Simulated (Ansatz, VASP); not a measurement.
# HgW: VASP beside Ansatz

```
Hg W
1.0
     0.00000    2.75286    2.75286
     2.75286    0.00000    2.75286
     2.75286    2.75286    0.00000
Hg W
1 1
Direct
  0.00000 0.00000 0.00000
  0.50000 0.50000 0.50000
```

Alike in both runs: task relaxation of cell and atoms; functional PBE; k mesh 18 × 18 × 18; occupations gaussian, width 0.1 eV; no spin polarisation.

|  | VASP | Ansatz |
| --- | --- | --- |
| version | VASP 6.6.1 | Ansatz 0.2.0 |
| potentials or method | VASP PAW PBE potentials, release 64 (Hg, W_sv), cutoff 600 eV | scalar-relativistic, plane waves, PAW |
| valence electrons in the cell | 26 | 34 |

|  | VASP | Ansatz | Ansatz less VASP |
| --- | --- | --- | --- |
| gap on the k mesh at the Fermi level, each at its own relaxed structure (eV) | none | none | - |
| relaxed volume (Å³/atom) | 20.86 | 20.74 | -0.118 |
| relaxed length of the cell vector where the two differ most in proportion (Å) | 3.893 | 3.886 | -0.0073 |

A gap of «none» marks a metal or a gap that the smearing closes. VASP's potentials hold 26 valence electrons a cell and Ansatz's 34, so a difference there can come from the potentials and not from the codes.

Spin-orbit coupling is off throughout. Noted on VASP's run: the relaxation stopped at its first step, so nothing moved.
